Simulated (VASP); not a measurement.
# P (Cmme) in VASP: single point with r2SCAN

Aim: the single point of P with r2SCAN.

All numbers are computed with VASP 6.6.1; they aren't measurements. Logs are shortened: lines on timing, memory, paths and dates and some standing lists are left out, and cuts for length are marked.

## 1. The cell of the first run

Symmetry: Cmme, No. 67, orthorhombic system. The conventional cell has a = 3.231 Å, b = 8.086 Å, c = 4.240 Å, α = 90.00°, β = 90.00°, γ = 90.00°. P (site symmetry mm2) has 2 P at 2.10 Å within 2.8 Å.

## 2. Single point, r2SCAN

The input, POSCAR:

```
P
1.0
    1.6154487789     -4.0429795963      0.0000000000
    1.6154487789      4.0429795963      0.0000000000
    0.0000000000      0.0000000000      4.2395596859
P
2
Direct
    0.2500000000      0.7500000000      0.1584132626
    0.7500000000      0.2500000000      0.8415867374
```

The input, INCAR.step1:

```
PREC = Accurate ; ENCUT = 520
ISMEAR = 0 ; SIGMA = 0.1
LREAL = F ; LASPH = T
NELM = 60 ; NBANDS = 12
GGA = PE ; ALGO = Normal
EDIFF = 1E-4 ; LWAVE = T
LCHARG = F
```

The input, INCAR.step2:

```
PREC = Accurate ; ENCUT = 520
EDIFF = 1E-7 ; ISMEAR = 0
SIGMA = 0.1 ; LREAL = F
LASPH = T ; NELM = 60
ALGO = Normal ; ISIF = 2
LWAVE = F ; LCHARG = F
METAGGA = R2SCAN ; LMIXTAU = T
NBANDS = 12 ; ISTART = 1
```

The input, KPOINTS:

```
Automatic mesh
0
Gamma
  18 18 12
```

Potentials or basis: VASP PAW PBE potentials, release 64 (P).

The run is started by

```bash
> cat potpaw_PBE.64/P/POTCAR > POTCAR
> cp INCAR.step1 INCAR
> mpirun -np 1 vasp_std > vasp.out
> cp INCAR.step2 INCAR
> mpirun -np 1 vasp_std > vasp.out
```

OUTCAR:

```text
PREC = Accurate
   ENCUT = 520
   EDIFF = 1E-7
   ISMEAR = 0
   LREAL = F
   LASPH = T
   NELM = 60
   ISIF = 2
   METAGGA = R2SCAN
   ISTART = 1

 ion  position               nearest neighbor table
   1  0.250  0.750  0.158-   2 2.10   2 2.10
   2  0.750  0.250  0.842-   1 2.10   1 2.10

  LATTYP: Found a base centered orthorhombic cell.
 ALAT       =     3.2308975578
 B/A-ratio  =     2.5026974851
 C/A-ratio  =     1.3121925440

  Lattice vectors:

 A1 = (   1.6154487789,  -4.0429795963,   0.0000000000)
 A2 = (   1.6154487789,   4.0429795963,   0.0000000000)
 A3 = (   0.0000000000,   0.0000000000,   4.2395596859)

Analysis of symmetry for initial positions (statically):
=====================================================================
 Subroutine PRICEL returns:
 Original cell was already a primitive cell.

 Routine SETGRP: Setting up the symmetry group for a
 base centered orthorhombic supercell.

 Subroutine GETGRP returns: Found  8 space group operations
 (whereof  4 operations were pure point group operations)
 out of a pool of  8 trial point group operations.

The static configuration has the point symmetry C_2h.
 The point group associated with its full space group is D_2h.

Analysis of symmetry for dynamics (positions and initial velocities):
=====================================================================
 Subroutine PRICEL returns:
 Original cell was already a primitive cell.

 Routine SETGRP: Setting up the symmetry group for a
 base centered orthorhombic supercell.

 Subroutine GETGRP returns: Found  8 space group operations
 (whereof  4 operations were pure point group operations)
 out of a pool of  8 trial point group operations.

The dynamic configuration has the point symmetry C_2h.
 The point group associated with its full space group is D_2h.

 Subroutine INISYM returns: Found  8 space group operations
 (whereof  4 operations are pure point group operations),
 and found     1 'primitive' translations

----------------------------------------------------------------------------------------

                                     Primitive cell

  volume of cell :      55.3790

  direct lattice vectors                    reciprocal lattice vectors
     1.615448779 -4.042979596  0.000000000     0.309511516 -0.123671166  0.000000000
     1.615448779  4.042979596  0.000000000     0.309511516  0.123671166  0.000000000
     0.000000000  0.000000000  4.239559686     0.000000000  0.000000000  0.235873552

  length of vectors
     4.353775232  4.353775232  4.239559686     0.333304569  0.333304569  0.235873552

  position of ions in fractional coordinates (direct lattice)
     0.250000000  0.750000000  0.158413263
     0.750000000  0.250000000  0.841586737

  ion indices of the primitive-cell ions
   primitive index   ion index
                 1           1
                 2           2

----------------------------------------------------------------------------------------

 KPOINTS: Automatic mesh

Automatic generation of k-mesh.
 Grid dimensions read from file:
 generate k-points for:   18   18   12

 Generating k-lattice:

  Cartesian coordinates                     Fractional coordinates (reciprocal lattice)
     0.017195084 -0.006870620  0.000000000     0.055555556  0.000000000  0.000000000
     0.017195084  0.006870620  0.000000000     0.000000000  0.055555556  0.000000000
     0.000000000  0.000000000  0.019656129     0.000000000  0.000000000  0.083333333

  Length of vectors
     0.018516920  0.018516920  0.019656129

  Shift w.r.t. Gamma in fractional coordinates (k-lattice)
     0.000000000  0.000000000  0.000000000

 Subroutine IBZKPT returns following result:
 ===========================================

 Found    637 irreducible k-points:

 Following reciprocal coordinates:
            Coordinates               Weight
  0.000000  0.000000  0.000000      1.000000
  0.055556  0.000000  0.000000      4.000000
  0.111111  0.000000  0.000000      4.000000
  0.166667  0.000000  0.000000      4.000000
  0.222222 -0.000000  0.000000      4.000000
  0.277778  0.000000  0.000000      4.000000
[... 16 lines left out ...]
 -0.277778  0.055556  0.000000      4.000000
 -0.222222  0.055556  0.000000      4.000000
 [... further k-points ...]
   k-points           NKPTS =    637   k-points in BZ     NKDIM =    637   number of bands    NBANDS=     12
   number of dos      NEDOS =    301   number of ions     NIONS =      2
   total plane-waves  NPLWV =  32768
   dimension x,y,z NGX =    32 NGY =   32 NGZ =   32
   dimension x,y,z NGXF=    64 NGYF=   64 NGZF=   64
   ions per type =               2
   NGX,Y,Z   is equivalent  to a cutoff of  12.22, 12.22, 12.55 a.u.
   NGXF,Y,Z  is equivalent  to a cutoff of  24.44, 24.44, 25.10 a.u.
 SYSTEM =  unknown system
   PREC   = accura    normal or accurate (medium, high low for compatibility)
   ISTART =      1    job   : 0-new  1-cont  2-samecut
   ICHARG =      0    charge: 1-file 2-atom 10-const
   ISPIN  =      1    spin polarized calculation?
   LNONCOLLINEAR =      F non collinear calculations
   LSORBIT =      F    spin-orbit coupling
   LASPH  =      T    aspherical Exc in radial PAW
   ENCUT  =  520.0 eV  38.22 Ry    6.18 a.u.   8.10  8.10  7.88*2*pi/ulx,y,z
   NELM   =     60;   NELMIN=  2; NELMDL=  0     # of ELM steps
   EDIFF  = 0.1E-06   stopping-criterion for ELM
   LREAL  =      F    real-space projection
   EDIFFG = 0.1E-05   stopping-criterion for IOM
   NSW    =      0    number of steps for IOM
   IBRION =     -1    ionic relax: 0-MD 1-quasi-New 2-CG
   NFREE  =      0    steps in history (QN), initial steepest desc. (CG)
   ISIF   =      2    stress and relaxation
   ISYM   =      2    0-nonsym 1-usesym 2-fastsym
   POTIM  = 0.5000    time-step for ionic-motion
   TEBEG  =    0.0;   TEEND  =   0.0 temperature during run
   PSTRESS=    0.0 pullay stress
   NELECT =      10.0000    total number of electrons
   NUPDOWN=      -1.0000    fix difference up-down
   EMIN   =  10.00;   EMAX   =-10.00  energy-range for DOS
   EFERMI =   0.00;   METHOD = LEGACY
   ISMEAR =     0;   SIGMA  =   0.10  broadening in eV -4-tet -1-fermi 0-gaus
   EFERMI_NEDOS =   21; number of points for ismear=-14 and -15
   IALGO  =     38    algorithm
   IMIX   =      4    mixing-type and parameters
     AMIX     =   0.40;   BMIX     =  1.00
     AMIX_MAG =   1.60;   BMIX_MAG =  1.00
  volume/ion in A,a.u.               =      27.69       186.86
  Fermi-wavevector in a.u.,A,eV,Ry     =   0.925322  1.748605 11.649597  0.856221
  Thomas-Fermi vector in A             =   2.051164
   LORBIT       =      0    0 simple, 1 ext, 2 COOP (PROOUT), +10 PAW based schemes
   METAGGA = R2SCAN    functional components
   LHFCALC =     F    Hartree Fock is set to
   AEXX    =    0.0000 exact exchange contribution
   IVDW    =     0    specifies the selected vdW correction
   LEPSILON=     F    determine dielectric tensor
   LRPA    =     F    only Hartree local field effects (RPA)
 non-spin polarized calculation
 Gauss-broadening in eV      SIGMA  =   0.10
  energy-cutoff  :      520.00
  volume of cell :       55.38
 maximum number of plane-waves:      1510
   NGX = 17   NGY = 17   NGZ = 15

 number of electron       9.9999999 magnetization

 Free energy of the ion-electron system (eV)
  ---------------------------------------------------
  ext. energy  EPLUGINS =         0.00000000
  ---------------------------------------------------
  free energy    TOTEN  =       -17.06290232 eV

  energy without entropy =      -17.05996196  energy(sigma->0) =      -17.06143214

 E-fermi :   2.4282     XC(G=0):  -8.4033

 val. band max:        2.4204092906   @ k =   0.4444   0.1111   0.0000
 cond. band min:       2.4302849111   @ k =   0.4444   0.1111   0.0833
 fundamental gap:      0.0098756205
 Fermi energy:         2.4282132398

 k-point     1 :       0.0000    0.0000    0.0000
  band No.  band energies     occupation
      1     -12.3270      2.00000
      2      -3.2265      2.00000
      3      -0.7029      2.00000
      4      -0.5514      2.00000
      5      -0.5122      2.00000
      6       5.1961      0.00000
      7       5.7629      0.00000
      8       6.3107      0.00000
      9       8.9924      0.00000
     10      12.2903      0.00000
     11      12.3998      0.00000
     12      13.1782      0.00000

 k-point     2 :       0.0556    0.0000    0.0000
  band No.  band energies     occupation
      1     -12.2831      2.00000
      2      -3.2610      2.00000
      3      -0.7404      2.00000
      4      -0.6917      2.00000
      5      -0.5099      2.00000
      6       5.5575      0.00000
      7       5.6871      0.00000
      8       6.3859      0.00000
      9       8.7654      0.00000
     10      12.1014      0.00000
     11      12.2510      0.00000
     12      12.5392      0.00000

 k-point     3 :       0.1111    0.0000    0.0000
  band No.  band energies     occupation
      1     -12.1514      2.00000
      2      -3.4222      2.00000
      3      -1.2113      2.00000
      4      -0.6458      2.00000
      5      -0.3984      2.00000
      6       5.4364      0.00000
      7       6.5056      0.00000
      8       6.6082      0.00000
      9       8.1951      0.00000
     10      11.4440      0.00000
     11      11.5419      0.00000
     12      12.1984      0.00000

 k-point     4 :       0.1667    0.0000    0.0000
  band No.  band energies     occupation
      1     -11.9325      2.00000
      2      -3.8547      2.00000
      3      -1.5428      2.00000
      4      -0.5509      2.00000
      5      -0.2354      2.00000
      6       5.0375      0.00000
      7       6.9556      0.00000
      8       7.4836      0.00000
      9       7.7706      0.00000
     10      10.3441      0.00000
     11      11.0153      0.00000
     12      12.1812      0.00000

 k-point     5 :       0.2222   -0.0000    0.0000
  band No.  band energies     occupation
      1     -11.6272      2.00000
      2      -4.5816      2.00000
      3      -1.5760      2.00000
      4      -0.4000      2.00000
      5      -0.0384      2.00000
      6       4.5077      0.00000
      7       6.6686      0.00000
      8       7.5127      0.00000
      9       8.9931      0.00000
     10       9.4898      0.00000
     11      10.6824      0.00000
     12      12.2052      0.00000
[... 228 lines left out ...]
      1     -10.7337      2.00000
      2      -6.3855      2.00000
      3      -1.0775      2.00000
      4      -0.1633      2.00000
      5       0.3335      2.00000
      6       3.3753      0.00000
      7       5.4158      0.00000
      8       7.2317      0.00000
      9       9.4738      0.00000
     10      10.2865      0.00000
     11      12.0155      0.00000
     12      12.3092      0.00000

 k-point    22 :      -0.3333    0.0556    0.0000
  band No.  band energies     occupation
      1     -11.2101      2.00000
      2      -5.4741      2.00000
      3      -1.3751      2.00000
      4      -0.4435      2.00000
      5       0.1811      2.00000
      6       3.9732      0.00000
      7       5.9662      0.00000
      8       8.1593      0.00000
      9       8.7145      0.00000
     10      10.2561      0.00000
     11      10.8927      0.00000
     12      11.8862      0.00000

 k-point    23 :      -0.2778    0.0556    0.0000
  band No.  band energies     occupation
      1     -11.6037      2.00000
      2      -4.5928      2.00000
      3      -1.5586      2.00000
      4      -0.6508      2.00000
      5      -0.0100      2.00000
      6       4.5328      0.00000
      7       6.6564      0.00000
      8       8.0395      0.00000
      9       8.9688      0.00000
     10       9.4491      0.00000
     11      10.5743      0.00000
     12      11.7765      0.00000

 k-point    24 :      -0.2222    0.0556    0.0000
  band No.  band energies     occupation
      1     -11.9128      2.00000
      2      -3.8552      2.00000
      3      -1.5360      2.00000
      4      -0.7854      2.00000
      5      -0.1971      2.00000
      6       5.0136      0.00000
      7       7.2955      0.00000
      8       7.5808      0.00000
      9       7.7457      0.00000
     10      10.3324      0.00000
     11      10.9523      0.00000
     12      11.7248      0.00000

 [... further k-points ...]
[... 5 lines left out ...]
  --------------------------------------------------------------------------------------
  -------------------------------------------------------------------------------------
  Total       -0.2524363     -0.0139757     -0.2122043      0.0000000      0.0000000      0.0000000
  in kB       -7.3032633     -0.4043332     -6.1393061      0.0000000      0.0000000      0.0000000
  external PRESSURE =      -4.6156342 kB  Pullay stress =       0.0000000 kB

 VOLUME and BASIS-vectors are now :
 -----------------------------------------------------------------------------
  energy-cutoff  :      520.00
  volume of cell :       55.38
      direct lattice vectors                 reciprocal lattice vectors
     1.615448779 -4.042979596  0.000000000     0.309511516 -0.123671166  0.000000000
     1.615448779  4.042979596  0.000000000     0.309511516  0.123671166  0.000000000
     0.000000000  0.000000000  4.239559686     0.000000000  0.000000000  0.235873552

 POSITION                                       TOTAL-FORCE (eV/Angst)
 -----------------------------------------------------------------------------------
      1.61545      2.02149      0.67160         0.000000      0.000000     -0.160178
      1.61545     -2.02149      3.56796         0.000000      0.000000      0.160178
 -----------------------------------------------------------------------------------
    total drift:                                0.000000     -0.000000      0.000000

  FREE ENERGIE OF THE ION-ELECTRON SYSTEM (eV)
  ---------------------------------------------------
  free  energy   TOTEN  =       -17.0629023207 eV

  energy  without entropy=      -17.0599619597  energy(sigma->0) =      -17.06143214
```

Run time: 11 min. Hardware: 1 thread of AMD EPYC 9R45 (Zen 5), shared host; peak memory 0.4 GiB.

What came out:

| Item | Value |
| --- | --- |
| Free energy | -17.0629 eV |
| Pressure | -0.5 GPa |
| Largest force | 0.160 eV/Å |
| Band gap on the k mesh | zero (bands 5 and 6 overlap by 2.23 eV) |

Forces on the atoms (eV/Å):
```
P    0.000  0.000 -0.160
P    0.000  0.000  0.160
```

Caveat: the PAW data sets were made with another functional, which shifts forces and pressure a little.
